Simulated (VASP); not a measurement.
The system is Zn.

```xyz
3
Lattice="3.7327 0.0000 0.0000 0.0000 3.7327 0.0000 0.0000 0.0000 3.7327" Properties=species:S:1:pos:R:3 pbc="T T T"
Zn    0.0000    1.8663    1.8663
Zn    1.8663    0.0000    1.8663
Zn    1.8663    1.8663    0.0000
```

The cell was built from a structure type or drawn by symmetry, and may not be a known phase.

| Quantity | Value |
| --- | --- |
| Program | VASP 6.6.1 |
| Task | relaxation of cell and atoms |
| Functional | PBE |
| Potentials or basis | VASP PAW PBE potentials, release 64 (Zn) |
| Cutoff | 600 eV |
| k mesh | 6 × 6 × 6 |
| Occupations | gaussian, width 0.1 eV |
| Spin | no spin polarisation |

At the start: pressure 2.6 GPa; volume 17.34 Å³/atom.

Q: Where does the relaxation end?

A: Over 3 steps the energy falls by 6.8 meV/atom and the volume is 18.29 Å³/atom (+5.5 %); space group Pm-3m (No. 221, to 0.1 Å) before and after.

The path:
| step | energy change (eV) | largest force (eV/Å) | pressure (GPa) | volume (Å³) |
| --- | --- | --- | --- | --- |
| 1 | 0.0000 | 0.0000 | 2.63 | 52.01 |
| 2 | -0.0200 | 0.0000 | 0.61 | 54.17 |
| 3 | -0.0205 | 0.0000 | -0.22 | 54.87 |

Final structure:
```
CELL_PARAMETERS angstrom
3.80001 0.00000 0.00000
0.00000 3.80001 0.00000
0.00000 0.00000 3.80001
ATOMIC_POSITIONS crystal
Zn 0.00000 0.50000 0.50000
Zn 0.50000 0.00000 0.50000
Zn 0.50000 0.50000 0.00000
```

Caveat: the highest band is partly filled, so the run has too few bands.
